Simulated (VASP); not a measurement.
Runs of VASP 6.6.1 on Sn3Cl. The structure is that of space group Pm-3m (No. 221), or close to it. The cells are those of the table. 

```csv
task,cell,k mesh,cutoff (eV),gap on the mesh (eV),pressure (GPa)
single point,"a = 4.784 Å, 4 atoms",10 × 10 × 10,520,none,-0.1
relaxation of cell and atoms,"relaxed from a = 4.784 Å, 4 atoms",10 × 10 × 10,600,none,0.0
single point,"a = 4.653 Å, 4 atoms",4 × 4 × 4,520,none,(a)
relaxation of cell and atoms,"relaxed from a = 4.653 Å, 4 atoms",10 × 10 × 10,600,none,0.0
```

Alike in all rows: level PBE; potentials or basis VASP PAW PBE potentials, release 64 (Sn_d, Cl); no spin polarisation; smearing gaussian 0.1 eV.

**Question.** Fill in the values left out.

**Answer.** (a) 3.9.

Caveats: spin-orbit coupling is left out, which moves the levels of the heavy elements; the relaxation stopped at its first step, so nothing moved (at least some runs); the cell stands under pressure (at least some runs).

A k mesh can miss the band edges, and the runs leave out spin-orbit coupling on Sn.

A gap of «none» marks levels without a gap at the run's occupations.
